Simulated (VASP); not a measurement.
# SnGe7 (P-43m) in VASP: relaxation of cell and atoms with PBE

Aim: the relaxation of cell and atoms of SnGe7 with PBE.

Everything below comes from runs of VASP 6.6.1. Logs are shortened: lines on timing, memory, paths and dates and some standing lists are left out, and cuts for length are marked.

## Step 1: The cell of the first run

The structure is cubic, space group P-43m (No. 215). The conventional cell has a = 5.902 Å, b = 5.902 Å, c = 5.902 Å, α = 90.00°, β = 90.00°, γ = 90.00°. Sn (site symmetry -43m) has 4 Ge at 2.65 Å within 3.5 Å. Within 3.3 Å of Ge (site symmetry 3m) lie 3 Ge at 2.53 Å and 1 Sn at 2.65 Å. Within 3.3 Å of Ge (site symmetry -42m) lie 4 Ge at 2.53 Å.

The cell was generated, and may not be a known phase.

## Step 2: Relaxation of cell and atoms, PBE

File INCAR:

```
ALGO = Normal
EDIFF = 1E-7
EDIFFG = -0.01
ENCUT = 600
GGA = PE
IBRION = 2
ISIF = 3
ISMEAR = 0
LASPH = True
LCHARG = False
LREAL = False
LWAVE = False
NELM = 60
NSW = 100
PREC = Accurate
SIGMA = 0.1
```

File KPOINTS:

```
k-points
0
Gamma
  6 6 6
```

File POSCAR:

```
SnGe7
1.0
    5.9020016566      0.0000000000      0.0000000000
    0.0000000000      5.9020016566      0.0000000000
    0.0000000000      0.0000000000      5.9020016566
Sn Ge
1 7
Direct
    0.0000000000      0.0000000000      0.0000000000
    0.2588576417      0.2588576417      0.2588576417
    0.0000000000      0.5000000000      0.5000000000
    0.5000000000      0.5000000000      0.0000000000
    0.5000000000      0.0000000000      0.5000000000
    0.7411423583      0.2588576417      0.7411423583
    0.7411423583      0.7411423583      0.2588576417
    0.2588576417      0.7411423583      0.7411423583
```

Potentials or basis: VASP PAW PBE potentials, release 64 (Sn_d, Ge_d).

Command:

```console
$ cat potpaw_PBE.64/Sn_d/POTCAR potpaw_PBE.64/Ge_d/POTCAR > POTCAR
$ mpirun -np 1 vasp_std > vasp.out
```

OUTCAR:

```text
EDIFF = 1E-7
   EDIFFG = -0.01
   ENCUT = 600
   GGA = PE
   IBRION = 2
   ISIF = 3
   ISMEAR = 0
   LASPH = True
   LREAL = False
   NELM = 60
   NSW = 100
   PREC = Accurate

 ion  position               nearest neighbor table
   1  0.000  0.000  0.000-   2 2.65   6 2.65   7 2.65   8 2.65
   2  0.259  0.259  0.259-   3 2.53   4 2.53   5 2.53   1 2.65
   3  0.000  0.500  0.500-   2 2.53   6 2.53   7 2.53   8 2.53
   4  0.500  0.500  0.000-   2 2.53   6 2.53   7 2.53   8 2.53
   5  0.500  0.000  0.500-   2 2.53   6 2.53   7 2.53   8 2.53
   6  0.741  0.259  0.741-   3 2.53   4 2.53   5 2.53   1 2.65
   7  0.741  0.741  0.259-   3 2.53   4 2.53   5 2.53   1 2.65
   8  0.259  0.741  0.741-   3 2.53   4 2.53   5 2.53   1 2.65

  LATTYP: Found a simple cubic cell.
 ALAT       =     5.9020016566

  Lattice vectors:

 A1 = (   5.9020016566,   0.0000000000,   0.0000000000)
 A2 = (   0.0000000000,   5.9020016566,   0.0000000000)
 A3 = (   0.0000000000,   0.0000000000,   5.9020016566)

Analysis of symmetry for initial positions (statically):
=====================================================================
 Subroutine PRICEL returns:
 Original cell was already a primitive cell.

 Routine SETGRP: Setting up the symmetry group for a
 simple cubic supercell.

 Subroutine GETGRP returns: Found 24 space group operations
 (whereof 24 operations were pure point group operations)
 out of a pool of 48 trial point group operations.

The static configuration has the point symmetry T_d .

Analysis of symmetry for dynamics (positions and initial velocities):
=====================================================================
 Subroutine PRICEL returns:
 Original cell was already a primitive cell.

 Routine SETGRP: Setting up the symmetry group for a
 simple cubic supercell.

 Subroutine GETGRP returns: Found 24 space group operations
 (whereof 24 operations were pure point group operations)
 out of a pool of 48 trial point group operations.

The dynamic configuration has the point symmetry T_d .

 Subroutine INISYM returns: Found 24 space group operations
 (whereof 24 operations are pure point group operations),
 and found     1 'primitive' translations

----------------------------------------------------------------------------------------

                                     Primitive cell

  volume of cell :     205.5881

  direct lattice vectors                    reciprocal lattice vectors
     5.902001657  0.000000000  0.000000000     0.169434043  0.000000000  0.000000000
     0.000000000  5.902001657  0.000000000     0.000000000  0.169434043  0.000000000
     0.000000000  0.000000000  5.902001657     0.000000000  0.000000000  0.169434043

  length of vectors
     5.902001657  5.902001657  5.902001657     0.169434043  0.169434043  0.169434043

  position of ions in fractional coordinates (direct lattice)
     0.000000000  0.000000000  0.000000000
     0.258857642  0.258857642  0.258857642
     0.000000000  0.500000000  0.500000000
     0.500000000  0.500000000  0.000000000
     0.500000000  0.000000000  0.500000000
     0.741142358  0.258857642  0.741142358
     0.741142358  0.741142358  0.258857642
     0.258857642  0.741142358  0.741142358

  ion indices of the primitive-cell ions
   primitive index   ion index
                 1           1
                 2           2
                 3           3
                 4           4
                 5           5
                 6           6
                 7           7
                 8           8

----------------------------------------------------------------------------------------

 KPOINTS: k-points

Automatic generation of k-mesh.
 Grid dimensions read from file:
 generate k-points for:    6    6    6

 Generating k-lattice:

  Cartesian coordinates                     Fractional coordinates (reciprocal lattice)
     0.028239007  0.000000000  0.000000000     0.166666667  0.000000000  0.000000000
     0.000000000  0.028239007  0.000000000     0.000000000  0.166666667  0.000000000
     0.000000000  0.000000000  0.028239007     0.000000000  0.000000000  0.166666667

  Length of vectors
     0.028239007  0.028239007  0.028239007

  Shift w.r.t. Gamma in fractional coordinates (k-lattice)
     0.000000000  0.000000000  0.000000000

 Subroutine IBZKPT returns following result:
 ===========================================

 Found     20 irreducible k-points:

 Following reciprocal coordinates:
            Coordinates               Weight
  0.000000  0.000000  0.000000      1.000000
  0.166667  0.000000  0.000000      6.000000
  0.333333  0.000000  0.000000      6.000000
  0.500000  0.000000  0.000000      3.000000
  0.166667  0.166667  0.000000     12.000000
  0.333333  0.166667  0.000000     24.000000
[... 12 lines left out ...]
  0.500000  0.500000  0.333333      6.000000
  0.500000  0.500000  0.500000      1.000000
   k-points           NKPTS =     20   k-points in BZ     NKDIM =     20   number of bands    NBANDS=     67
   number of dos      NEDOS =    301   number of ions     NIONS =      8
   total plane-waves  NPLWV = 110592
   dimension x,y,z NGX =    48 NGY =   48 NGZ =   48
   dimension x,y,z NGXF=    96 NGYF=   96 NGZF=   96
   ions per type =               1   7
   NGX,Y,Z   is equivalent  to a cutoff of  13.52, 13.52, 13.52 a.u.
   NGXF,Y,Z  is equivalent  to a cutoff of  27.04, 27.04, 27.04 a.u.
 SYSTEM =  unknown system
   PREC   = accura    normal or accurate (medium, high low for compatibility)
   ISTART =      0    job   : 0-new  1-cont  2-samecut
   ICHARG =      2    charge: 1-file 2-atom 10-const
   ISPIN  =      1    spin polarized calculation?
   LNONCOLLINEAR =      F non collinear calculations
   LSORBIT =      F    spin-orbit coupling
   LASPH  =      T    aspherical Exc in radial PAW
   ENCUT  =  600.0 eV  44.10 Ry    6.64 a.u.  11.79 11.79 11.79*2*pi/ulx,y,z
   NELM   =     60;   NELMIN=  2; NELMDL= -5     # of ELM steps
   EDIFF  = 0.1E-06   stopping-criterion for ELM
   LREAL  =      F    real-space projection
   EDIFFG = -.1E-01   stopping-criterion for IOM
   NSW    =    100    number of steps for IOM
   IBRION =      2    ionic relax: 0-MD 1-quasi-New 2-CG
   NFREE  =      1    steps in history (QN), initial steepest desc. (CG)
   ISIF   =      3    stress and relaxation
   ISYM   =      2    0-nonsym 1-usesym 2-fastsym
   POTIM  = 0.5000    time-step for ionic-motion
   TEBEG  =    0.0;   TEEND  =   0.0 temperature during run
   PSTRESS=    0.0 pullay stress
   NELECT =     112.0000    total number of electrons
   NUPDOWN=      -1.0000    fix difference up-down
   EMIN   =  10.00;   EMAX   =-10.00  energy-range for DOS
   EFERMI =   0.00;   METHOD = LEGACY
   ISMEAR =     0;   SIGMA  =   0.10  broadening in eV -4-tet -1-fermi 0-gaus
   EFERMI_NEDOS =   21; number of points for ismear=-14 and -15
   IALGO  =     38    algorithm
   IMIX   =      4    mixing-type and parameters
     AMIX     =   0.40;   BMIX     =  1.00
     AMIX_MAG =   1.60;   BMIX_MAG =  1.00
  volume/ion in A,a.u.               =      25.70       173.42
  Fermi-wavevector in a.u.,A,eV,Ry     =   1.337052  2.526661 24.323231  1.787707
  Thomas-Fermi vector in A             =   2.465630
   LORBIT       =      0    0 simple, 1 ext, 2 COOP (PROOUT), +10 PAW based schemes
   GGA     = PE    functional components
   LHFCALC =     F    Hartree Fock is set to
   AEXX    =    0.0000 exact exchange contribution
   IVDW    =     0    specifies the selected vdW correction
   LEPSILON=     F    determine dielectric tensor
   LRPA    =     F    only Hartree local field effects (RPA)
 conjugate gradient relaxation of ions
 non-spin polarized calculation
 Gauss-broadening in eV      SIGMA  =   0.10
  energy-cutoff  :      600.00
  volume of cell :      205.59
 maximum number of plane-waves:      6892
 NGX is ok and might be reduce to    48
   NGX = 23   NGY = 23   NGZ = 23

--------------------------------------- Ionic step        1  -------------------------------------------

 number of electron     112.0000037 magnetization

 Free energy of the ion-electron system (eV)
  ---------------------------------------------------
  ext. energy  EPLUGINS =         0.00000000
  ---------------------------------------------------
  free energy    TOTEN  =       -35.23012867 eV

  energy without entropy =      -35.22714618  energy(sigma->0) =      -35.22863743

------------------------ aborting loop because EDIFF is reached ----------------------------------------

  FORCE on cell =-STRESS in cart. coord.  units (eV):
  Direction    XX          YY          ZZ          XY          YZ          ZX
  --------------------------------------------------------------------------------------
  -------------------------------------------------------------------------------------
  Total       -0.7891431     -0.7891431     -0.7891431      0.0000000     -0.0000000      0.0000000
  in kB       -6.1499041     -6.1499041     -6.1499041      0.0000000     -0.0000000      0.0000000
  external PRESSURE =      -6.1499041 kB  Pullay stress =       0.0000000 kB
[... 195 lines left out ...]
  energy  without entropy=      -35.2330580035  energy(sigma->0) =      -35.23430840

--------------------------------------- Ionic step        6  -------------------------------------------

 number of electron     112.0000049 magnetization

 Free energy of the ion-electron system (eV)
  ---------------------------------------------------
  ext. energy  EPLUGINS =         0.00000000
  ---------------------------------------------------
  free energy    TOTEN  =       -35.23558298 eV

  energy without entropy =      -35.23308611  energy(sigma->0) =      -35.23433455

 E-fermi :   4.5521     XC(G=0):  -9.5059

 val. band max:        4.4742538470   @ k =   0.1667   0.1667   0.0000
 cond. band min:       4.6281441068   @ k =   0.0000   0.0000   0.0000
 fundamental gap:      0.1538902597
 Fermi energy:         4.5520525471

 k-point     1 :       0.0000    0.0000    0.0000
  band No.  band energies     occupation
      1     -20.2058      2.00000
      2     -20.2058      2.00000
      3     -20.2058      2.00000
      4     -20.1843      2.00000
      5     -20.1843      2.00000
      6     -20.1843      2.00000
[... 1424 lines left out ...]
  FREE ENERGIE OF THE ION-ELECTRON SYSTEM (eV)
  ---------------------------------------------------
  free  energy   TOTEN  =       -35.2355829837 eV

  energy  without entropy=      -35.2330861148  energy(sigma->0) =      -35.23433455

 reached required accuracy - stopping structural energy minimisation
```

It took 37 min on 1 thread of Intel Xeon 8259CL, shared host; peak memory 0.5 GiB.

What came out:

```yaml
Free_energy: -35.2356 eV
Relaxed_volume: 25.41 Å³/atom
Relaxed_cell: a = 5.880 Å, b = 5.880 Å, c = 5.880 Å, α = 90.00°, β = 90.00°, γ = 90.00°
Space_group_after_relaxing_to_0.1_Å: P-43m (No. 215)
Energy_gained_by_relaxing: 0.7 meV/atom
Ionic_steps: 6
Pressure_after_relaxing: 0.0 GPa
Band_gap_on_the_k_mesh: zero (bands 56 and 57 overlap by 0.27 eV)
```

The path:
```csv
step,energy change (eV),largest force (eV/Å),pressure (GPa),volume (Å³)
1,0.0000,0.0882,-0.61,205.59
2,-0.0050,0.0218,0.18,202.67
3,-0.0053,0.0347,0.01,203.18
4,-0.0053,0.0326,0.04,203.13
5,-0.0054,0.0106,0.03,203.21
6,-0.0055,0.0005,0.02,203.26
```

Final structure:
```xyz
8
Lattice="5.8796 0.0000 0.0000 0.0000 5.8796 0.0000 0.0000 0.0000 5.8796" Properties=species:S:1:pos:R:3 pbc="T T T"
Sn    0.0000    0.0000    0.0000
Ge    1.5185    1.5185    1.5185
Ge    0.0000    2.9398    2.9398
Ge    2.9398    2.9398    0.0000
Ge    2.9398    0.0000    2.9398
Ge    4.3611    1.5185    4.3611
Ge    4.3611    4.3611    1.5185
Ge    1.5185    4.3611    4.3611
```

Caveat: semilocal functionals underestimate gaps, and a narrow one can read as zero; spin-orbit coupling is left out, which moves the levels of the heavy elements.

The gap in the log of VASP goes by the Fermi energy; the results here count the filled bands.